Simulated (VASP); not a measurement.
# Cs2Ag6Te (P1) in VASP: single point with r2SCAN

Aim: the single point of Cs2Ag6Te with r2SCAN.

Program: VASP 6.6.1. These are calculated values, not measurements. Logs are shortened: lines on timing, memory, paths and dates and some standing lists are left out, and cuts for length are marked.

### Step 1. The cell of the first run

The typed cell holds 9 atoms: a = 7.197 Å, b = 7.144 Å, c = 7.325 Å, α = 57.88°, β = 59.47°, γ = 57.52°.

### Step 2. Single point, r2SCAN

Contents of POSCAR:

```
Cs2Ag6Te
1.0
    0.1282839600      5.0454099600      5.1302964000
    5.0587021500      0.2190033000      5.0395770500
    5.2308930500      5.1268825200      0.0468123900
Ag Te Cs
6 1 2
Direct
    0.7436180000      0.2326690000      0.2586020000
    0.2660760000      0.7241450000      0.2441330000
    0.2340570000      0.7584930000      0.7486770000
    0.7659360000      0.2449080000      0.7304540000
    0.2573820000      0.2479780000      0.7290420000
    0.7443230000      0.7548170000      0.2442460000
    0.0140390000      0.9731710000      0.0014690000
    0.2372950000      0.2848580000      0.2395120000
    0.7512980000      0.7544140000      0.7555700000
```

Contents of INCAR.step1:

```
PREC = Accurate
ENCUT = 520
ISMEAR = -1
SIGMA = 0.1
LREAL = F
LASPH = T
NELM = 100
NELECT = 89.0
NBANDS = 55
GGA = PE
ALGO = Normal
EDIFF = 1E-4
LWAVE = T
LCHARG = F
```

Contents of INCAR.step2:

```
PREC = Accurate
ENCUT = 520
EDIFF = 1E-6
ISMEAR = -1
SIGMA = 0.1
LREAL = F
LASPH = T
NELM = 100
ALGO = Normal
ISIF = 2
LWAVE = F
LCHARG = F
METAGGA = R2SCAN
LMIXTAU = T
NELECT = 89.0
NBANDS = 55
ISTART = 1
```

Contents of KPOINTS:

```
Automatic mesh
0
Gamma
  3 3 3
  0.5 0 0
```

Potentials or basis: VASP PAW PBE potentials, release 64 (Ag, Te, Cs_sv).

Started as:

```console
> cat potpaw_PBE.64/Ag/POTCAR potpaw_PBE.64/Te/POTCAR potpaw_PBE.64/Cs_sv/POTCAR > POTCAR
> cp INCAR.step1 INCAR
> mpirun -np 1 vasp_std > vasp.out
> cp INCAR.step2 INCAR
> mpirun -np 1 vasp_std > vasp.out
```

OUTCAR:

```text
PREC = Accurate
   ENCUT = 520
   EDIFF = 1E-6
   ISMEAR = -1
   LREAL = F
   LASPH = T
   NELM = 100
   ISIF = 2
   METAGGA = R2SCAN
   NELECT = 89.0
   ISTART = 1

 ion  position               nearest neighbor table
   1  0.744  0.233  0.259-   7 2.62   2 3.34   5 3.45   6 3.47   2 3.56   4 3.59
   2  0.266  0.724  0.244-   7 2.46   8 3.27   1 3.34   5 3.37   1 3.56   6 3.56
   3  0.234  0.758  0.749-   7 2.39   4 3.29   8 3.38   5 3.51   6 3.55
   4  0.766  0.245  0.730-   7 2.58   3 3.29   6 3.48   6 3.52   5 3.54   1 3.59
   5  0.257  0.248  0.729-   7 2.62   2 3.37   1 3.45   3 3.51   4 3.54
   6  0.744  0.755  0.244-   7 2.48   8 3.33   1 3.47   4 3.48   4 3.52   3 3.55   2 3.56
   7  0.014  0.973  0.001-   3 2.39   2 2.46   6 2.48   4 2.58   5 2.62   1 2.62
   8  0.237  0.285  0.240-   2 3.27   6 3.33   3 3.38
   9  0.751  0.754  0.756-

  LATTYP: Found a triclinic cell.
 ALAT       =    12.0624161520
 B/A-ratio  =     0.5922471975
 C/A-ratio  =     0.5971547392
 COS(alpha) =     0.0041161772
 COS(beta)  =     0.2927678427
 COS(gamma) =     0.8641108727

  Lattice vectors:

 A1 = (  -9.9891203400,   4.6074033600,  -4.9488577000)
 A2 = (  -5.0587021500,  -0.2190033000,  -5.0395770500)
 A3 = (  -5.1026090900,  -0.0814725600,   5.0834840100)

Analysis of symmetry for initial positions (statically):
=====================================================================
 Subroutine PRICEL returns:
 Original cell was already a primitive cell.

 Routine SETGRP: Setting up the symmetry group for a
 triclinic supercell.

 Subroutine GETGRP returns: Found  1 space group operations
 (whereof  1 operations were pure point group operations)
 out of a pool of  2 trial point group operations.

The static configuration has the point symmetry C_1 .

Analysis of symmetry for dynamics (positions and initial velocities):
=====================================================================
 Subroutine PRICEL returns:
 Original cell was already a primitive cell.

 Routine SETGRP: Setting up the symmetry group for a
 triclinic supercell.

 Subroutine GETGRP returns: Found  1 space group operations
 (whereof  1 operations were pure point group operations)
 out of a pool of  2 trial point group operations.

The dynamic configuration has the point symmetry C_1 .

[... 104 lines left out ...]
   NSW    =      0    number of steps for IOM
   IBRION =     -1    ionic relax: 0-MD 1-quasi-New 2-CG
   NFREE  =      0    steps in history (QN), initial steepest desc. (CG)
   ISIF   =      2    stress and relaxation
   ISYM   =      2    0-nonsym 1-usesym 2-fastsym
   POTIM  = 0.5000    time-step for ionic-motion
   TEBEG  =    0.0;   TEEND  =   0.0 temperature during run
   PSTRESS=    0.0 pullay stress
   NELECT =      89.0000    total number of electrons
   NUPDOWN=      -1.0000    fix difference up-down
   EMIN   =  10.00;   EMAX   =-10.00  energy-range for DOS
   EFERMI =   0.00;   METHOD = LEGACY
   ISMEAR =    -1;   SIGMA  =   0.10  broadening in eV -4-tet -1-fermi 0-gaus
   EFERMI_NEDOS =   21; number of points for ismear=-14 and -15
   IALGO  =     38    algorithm
   IMIX   =      4    mixing-type and parameters
     AMIX     =   0.40;   BMIX     =  1.00
     AMIX_MAG =   1.60;   BMIX_MAG =  1.00
  volume/ion in A,a.u.               =      28.41       191.71
  Fermi-wavevector in a.u.,A,eV,Ry     =   1.151618  2.176243 18.044376  1.326224
  Thomas-Fermi vector in A             =   2.288275
   LORBIT       =      0    0 simple, 1 ext, 2 COOP (PROOUT), +10 PAW based schemes
   METAGGA = R2SCAN    functional components
   LHFCALC =     F    Hartree Fock is set to
   AEXX    =    0.0000 exact exchange contribution
   IVDW    =     0    specifies the selected vdW correction
   LEPSILON=     F    determine dielectric tensor
   LRPA    =     F    only Hartree local field effects (RPA)
 non-spin polarized calculation
  energy-cutoff  :      520.00
  volume of cell :      255.68
 maximum number of plane-waves:      6904
 NGX is ok and might be reduce to    54
   NGX = 27   NGY = 27   NGZ = 27

 number of electron      89.0000001 magnetization

 Free energy of the ion-electron system (eV)
  ---------------------------------------------------
  ext. energy  EPLUGINS =         0.00000000
  ---------------------------------------------------
  free energy    TOTEN  =      -203.52868864 eV

  energy without entropy =     -203.34411875  energy(sigma->0) =     -203.43640369

 E-fermi :   4.9770     XC(G=0):  -9.9839

 val. band max:        4.9619433795   @ k =  -0.1667   0.3333   0.3333
 cond. band min:       4.9802886277   @ k =   0.5000  -0.3333   0.3333
 fundamental gap:      0.0183452482
 Fermi energy:         4.9770333557

 k-point     1 :       0.1667    0.0000    0.0000
  band No.  band energies     occupation
      1     -17.9458      2.00000
      2     -17.9191      2.00000
      3      -9.0432      2.00000
      4      -4.7530      2.00000
      5      -4.7053      2.00000
      6      -4.6706      2.00000
[... 801 lines left out ...]
     54       8.4929      0.00000
     55       9.0413      0.00000

------------------------ aborting loop because EDIFF is reached ----------------------------------------

  FORCE on cell =-STRESS in cart. coord.  units (eV):
  Direction    XX          YY          ZZ          XY          YZ          ZX
  --------------------------------------------------------------------------------------
  -------------------------------------------------------------------------------------
  Total        1.6220491      0.3267918     -0.5356611      1.2078242      0.1818499      0.2538607
  in kB       10.1644879      2.0478241     -3.3566929      7.5687688      1.1395534      1.5908050
  external PRESSURE =       2.9518731 kB  Pullay stress =       0.0000000 kB

 VOLUME and BASIS-vectors are now :
 -----------------------------------------------------------------------------
  energy-cutoff  :      520.00
  volume of cell :      255.68
      direct lattice vectors                 reciprocal lattice vectors
     0.128283960  5.045409960  5.130296400    -0.101015035  0.102179054  0.096958022
     5.058702150  0.219003300  5.039577050     0.101950485 -0.104937816  0.100652214
     5.230893050  5.126882520  0.046812390     0.095054795  0.098977597 -0.099716765

 POSITION                                       TOTAL-FORCE (eV/Angst)
 -----------------------------------------------------------------------------------
      2.62512      5.12864      4.99964         1.723664     -0.161986     -0.018821
      4.97440      2.75269      5.02586         0.274204      3.147641      0.163845
      7.78327      5.18541      5.05831        -3.896202     -0.249901      0.410407
      5.15810      7.66305      5.19791         0.227351     -1.937403      0.113964
      5.10101      5.09062      2.60428        -0.005121     -0.129684      1.748991
      5.19150      5.17294      7.63399         0.449481     -0.123579     -2.828575
      4.93247      0.29149      4.97646         2.237968     -0.623104      1.085270
      2.72431      2.48759      2.66417        -0.735612      0.079818     -0.471156
      7.86504      7.82954      7.69168        -0.275734     -0.001802     -0.203925
 -----------------------------------------------------------------------------------
    total drift:                               -0.000136     -0.000312     -0.000504

  FREE ENERGIE OF THE ION-ELECTRON SYSTEM (eV)
  ---------------------------------------------------
  free  energy   TOTEN  =      -203.5286886353 eV

  energy  without entropy=     -203.3441187518  energy(sigma->0) =     -203.43640369
```

OUTCAR.step1:

```text
PREC = Accurate
   ENCUT = 520
   ISMEAR = -1
   LREAL = F
   LASPH = T
[... 1052 lines left out ...]
      5.19150      5.17294      7.63399         0.431827     -0.141587     -2.826795
      4.93247      0.29149      4.97646         2.250525     -0.616469      1.087288
      2.72431      2.48759      2.66417        -0.720114      0.083199     -0.455170
      7.86504      7.82954      7.69168        -0.273537     -0.005839     -0.204621
 -----------------------------------------------------------------------------------
    total drift:                               -0.003315      0.000817     -0.002423

  FREE ENERGIE OF THE ION-ELECTRON SYSTEM (eV)
  ---------------------------------------------------
  free  energy   TOTEN  =       -21.3245802372 eV

  energy  without entropy=      -21.1381863184  energy(sigma->0) =      -21.23138328
```

It took 11 min on 1 thread of AMD EPYC 9R14 (Zen 4), shared host; peak memory 0.5 GiB.

What came out:

| Item | Value |
| --- | --- |
| Free energy | -203.5287 eV |
| Largest force | 3.926 eV/Å |

Forces on the atoms (eV/Å):
```
Ag   1.724 -0.162 -0.019
Ag   0.274  3.148  0.164
Ag  -3.896 -0.250  0.410
Ag   0.227 -1.937  0.114
Ag  -0.005 -0.130  1.749
Ag   0.449 -0.124 -2.829
Te   2.238 -0.623  1.085
Cs  -0.736  0.080 -0.471
Cs  -0.276 -0.002 -0.204
```

Caveat: the k points lie up to 0.37 Å⁻¹ apart, too coarse for converged energies and pressures of a metal; the cell carries a net charge on a neutralising background, which shifts energy and pressure; the cell is charged against a uniform background, so pressure and absolute levels hang on convention; the PAW data sets were made with another functional, which shifts forces and pressure a little; spin-orbit coupling is left out, which moves the levels of the heavy elements.
